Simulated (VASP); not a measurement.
A run of VASP 6.6.1 is set up as follows.

The input INCAR:

```
PREC = Accurate
ENCUT = 520
EDIFF = 1E-6
ISMEAR = 0
SIGMA = 0.15
LREAL = F
LASPH = T
NELM = 80
ALGO = Fast
ISIF = 2
LWAVE = F
LCHARG = T
GGA = PE
LELF = T
LVHAR = T
NBANDS = 14
```

Contents of KPOINTS:

```
regular mesh
0
Gamma
  18 18 10
```

The input POSCAR:

```
Re
1.0
    2.7748241524      0.0000000000      0.0000000000
   -1.3874120762      2.4030682070      0.0000000000
    0.0000000000      0.0000000000      4.4842238099
Re
2
Direct
    0.3418640941      0.6837281882      0.1958100197
    0.6581359059      0.3162718118      0.8041899803
```

Potentials or basis: VASP PAW PBE potentials, release 64 (Re).

The run is started by

```console
$ cat potpaw_PBE.64/Re/POTCAR > POTCAR
$ mpirun -np 1 vasp_std > vasp.out
```

Problem. Estimate the largest force.

Solution. 7.952 eV/Å.

Problem. Estimate the band gap on the k mesh.

Solution. Zero (band 7 reaches 9.54 eV, above the bottom of band 8 at 6.78 eV).

Problem. Predict the pressure.

Solution. 41.6 GPa.

Forces on the atoms (eV/Å):
```
Re   0.000 -0.715  7.920
Re   0.000  0.715 -7.920
```

Caveat: the cell differs from its parent crystal (mode 4 frozen in at -0.243 Å and mode 6 at +0.041 Å (largest displacements)); spin-orbit coupling is left out, which moves the levels of the heavy elements; forces of over 1 eV/Å act on the atoms, so gaps and moduli don't describe the material at rest.
